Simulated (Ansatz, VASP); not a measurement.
## Two plane-wave programs on Cu4Mo

File INCAR:

```
SYSTEM = Cu4Mo
PREC     = Accurate       ! precision mode
ENCUT    = 600            ! plane-wave cutoff, eV
EDIFF    = 1E-6           ! SCF threshold, eV
ISMEAR   = 0              ! smearing method
SIGMA    = 0.1            ! smearing width, eV
LREAL    = .False.        ! projectors in reciprocal space
LASPH    = .True.         ! aspherical terms in the spheres
NELM     = 100            ! most SCF steps
ALGO     = Normal         ! electronic algorithm
ISIF     = 3              ! what is computed and relaxed
LWAVE    = .False.        ! write WAVECAR
LCHARG   = .False.        ! write CHGCAR
GGA      = PE             ! functional
IBRION   = 2              ! ionic algorithm
NSW      = 90             ! ionic steps
EDIFFG   = -0.04          ! ionic threshold
```

File KPOINTS:

```
Automatic mesh
0
Gamma
  6 6 4
  0 0 0
```

POSCAR

```
Cu4Mo
1.0
    3.8697131700      0.0000000000      0.0000000000
   -1.9348565900      3.3512699100      0.0000000000
    0.0000000000      0.0000000000      5.2184075900
Cu Mo
4 1
Direct
    0.3333333300      0.6666666700      0.4713460900
    0.6666666700      0.3333333300      0.5286539100
    0.3333333300      0.6666666700      0.0201291500
    0.6666666700      0.3333333300      0.9798708500
    0.0000000000      0.0000000000      0.5000000000
```

Input for Ansatz:

```yaml
crystal:
  lattice:
    - [3.86971317, 0.0, 0.0]
    - [-1.93485659, 3.35126991, 0.0]
    - [0.0, 0.0, 5.21840759]
  atoms:
    - { symbol: Cu, position: [0.33333333, 0.66666667, 0.47134609] }
    - { symbol: Cu, position: [0.66666667, 0.33333333, 0.52865391] }
    - { symbol: Cu, position: [0.33333333, 0.66666667, 0.02012915] }
    - { symbol: Cu, position: [0.66666667, 0.33333333, 0.97987085] }
    - { symbol: Mo, position: [0.0, 0.0, 0.5] }
basis:
  ecutwfc: 420
kpoints:
  mp_grid: { grid: [6, 6, 4] }
hamiltonian:
  xc: pbe
scf:
  occupations: { method: gaussian, width: 0.1 }
  lower_state_search: "off"
output:
  forces: true
  stress: true
  eigenvalues: true
relax:
  adjacent_minimum: "off"
  f_tol: 0.04
  max_steps: 70
  cell: { stress_tol: 0.4 }
```

Alike in both runs: task relaxation of cell and atoms; functional PBE; k mesh 6 × 6 × 4; occupations gaussian, width 0.1 eV; no spin polarisation.

```csv
,VASP,Ansatz
version,VASP 6.6.1,Ansatz 0.2.0
potentials or method,"VASP PAW PBE potentials, release 64 (Cu, Mo_sv), cutoff 600 eV","scalar-relativistic, plane waves, PAW"
valence electrons in the cell,58,90
```

Ansatz gave:

| Property | Result |
| --- | --- |
| gap on the k mesh at the Fermi level, each at its own relaxed structure (eV) | none |
| relaxed volume (Å³/atom) | 14.23 |
| relaxed length of the cell vector where the two differ most in proportion (Å) | 4.129 |

Problem. Which values does VASP return?

Solution. gap on the k mesh at the Fermi level, each at its own relaxed structure (eV): none; relaxed volume (Å³/atom): 14.30; relaxed length of the cell vector where the two differ most in proportion (Å): 4.141.

A gap of «none» marks a metal or a gap that the smearing closes. VASP's potentials hold 58 valence electrons a cell and Ansatz's 90, so a difference there can come from the potentials and not from the codes.
